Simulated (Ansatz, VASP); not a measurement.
**One calculation of SiO2, two programs**

The input POSCAR:

```
SiO2
1.0
   -4.2235302601      4.2235302601      4.2235302601
    4.2235302601     -4.2235302601      4.2235302601
    4.2235302601      4.2235302601     -4.2235302601
Si O
8 16
Direct
    0.5000000000      0.0000000000      0.7824953700
    0.2824953700      0.2824953700      0.2824953700
    0.5000000000      0.0000000000      0.2175046300
    0.7175046300      0.7175046300      0.7175046300
    0.7824953700      0.5000000000      0.0000000000
    0.0000000000      0.2175046300      0.5000000000
    0.2175046300      0.5000000000      0.0000000000
    0.0000000000      0.7824953700      0.5000000000
    0.6802250600      0.9302250600      0.7500000000
    0.7500000000      0.6802250600      0.9302250600
    0.8197749400      0.5697749400      0.2500000000
    0.7500000000      0.1802250600      0.4302250600
    0.0697749400      0.2500000000      0.3197749400
    0.5000000000      0.0000000000      0.0000000000
    0.2500000000      0.8197749400      0.5697749400
    0.4302250600      0.7500000000      0.1802250600
    0.3197749400      0.0697749400      0.2500000000
    0.1802250600      0.4302250600      0.7500000000
    0.9302250600      0.7500000000      0.6802250600
    0.5000000000      0.5000000000      0.5000000000
    0.2500000000      0.3197749400      0.0697749400
    0.0000000000      0.5000000000      0.0000000000
    0.0000000000      0.0000000000      0.5000000000
    0.5697749400      0.2500000000      0.8197749400
```

The input INCAR.step1:

```
PREC = Accurate
ENCUT = 520
ISMEAR = -1
SIGMA = 0.02
LREAL = Auto
LASPH = True
NELM = 100
NBANDS = 82
GGA = PE
ALGO = Normal
EDIFF = 1E-4
LWAVE = True
LCHARG = False
```

Contents of INCAR.step2:

```
PREC = Accurate
ENCUT = 520
EDIFF = 1E-8
ISMEAR = -1
SIGMA = 0.02
LREAL = Auto
LASPH = True
NELM = 100
ALGO = Normal
ISIF = 2
LWAVE = False
LCHARG = False
METAGGA = R2SCAN
LMIXTAU = True
LEFG = True
NBANDS = 82
ISTART = 1
```

File KPOINTS:

```
Automatic mesh
0
Gamma
  4 4 4
```

Input for Ansatz:

```yaml
crystal:
  lattice:
    - [-4.2235302601, 4.2235302601, 4.2235302601]
    - [4.2235302601, -4.2235302601, 4.2235302601]
    - [4.2235302601, 4.2235302601, -4.2235302601]
  atoms:
    - { symbol: Si, position: [0.5, 0.0, 0.78249537] }
    - { symbol: Si, position: [0.28249537, 0.28249537, 0.28249537] }
    - { symbol: Si, position: [0.5, 0.0, 0.21750463] }
    - { symbol: Si, position: [0.71750463, 0.71750463, 0.71750463] }
    - { symbol: Si, position: [0.78249537, 0.5, 0.0] }
    - { symbol: Si, position: [0.0, 0.21750463, 0.5] }
    - { symbol: Si, position: [0.21750463, 0.5, 0.0] }
    - { symbol: Si, position: [0.0, 0.78249537, 0.5] }
    - { symbol: O, position: [0.68022506, 0.93022506, 0.75] }
    - { symbol: O, position: [0.75, 0.68022506, 0.93022506] }
    - { symbol: O, position: [0.81977494, 0.56977494, 0.25] }
    - { symbol: O, position: [0.75, 0.18022506, 0.43022506] }
    - { symbol: O, position: [0.06977494, 0.25, 0.31977494] }
    - { symbol: O, position: [0.5, 0.0, 0.0] }
    - { symbol: O, position: [0.25, 0.81977494, 0.56977494] }
    - { symbol: O, position: [0.43022506, 0.75, 0.18022506] }
    - { symbol: O, position: [0.31977494, 0.06977494, 0.25] }
    - { symbol: O, position: [0.18022506, 0.43022506, 0.75] }
    - { symbol: O, position: [0.93022506, 0.75, 0.68022506] }
    - { symbol: O, position: [0.5, 0.5, 0.5] }
    - { symbol: O, position: [0.25, 0.31977494, 0.06977494] }
    - { symbol: O, position: [0.0, 0.5, 0.0] }
    - { symbol: O, position: [0.0, 0.0, 0.5] }
    - { symbol: O, position: [0.56977494, 0.25, 0.81977494] }
kpoints:
  mp_grid: { grid: [4, 4, 4] }
scf:
  occupations: { method: fermi_dirac, width: 0.02 }
hamiltonian:
  xc: r2scan
  pseudopotentials: { kind: paw }
output:
  forces: true
  stress: true
  populations: true
  efg: { quadrupole_moments_barn: { O: -0.02558 }, contact_densities: true }
```

Alike in both runs: task electric field gradients; functional r2SCAN; k mesh 4 × 4 × 4; occupations fermi-dirac, width 0.02 eV; no spin polarisation.

|  | VASP | Ansatz |
| --- | --- | --- |
| version | VASP 6.6.1 | Ansatz 0.2.0 |
| potentials or method | VASP PAW PBE potentials, release 64 (Si, O) | plane-wave PAW, scalar-relativistic |
| plane-wave cutoff (eV) | 520 | 500 |
| valence electrons in the cell | 128 | 128 |

Ansatz gave:

- gap on the k mesh at the Fermi level (eV): 6.59
- pressure (GPa): 0.0
- rms of the force components (eV/Å): 0.003
- size of Vzz on the site where it differs most (V/Å²): 96.1

**Question.** What did VASP give for the same quantities?

**Answer.** gap on the k mesh at the Fermi level (eV): 6.59; pressure (GPa): 0.3; rms of the force components (eV/Å): 0.006; size of Vzz on the site where it differs most (V/Å²): 89.7.

VASP's potentials were made for PBE, not for r2SCAN. Atom by atom the forces differ by 0.008 eV/Å (rms over components).
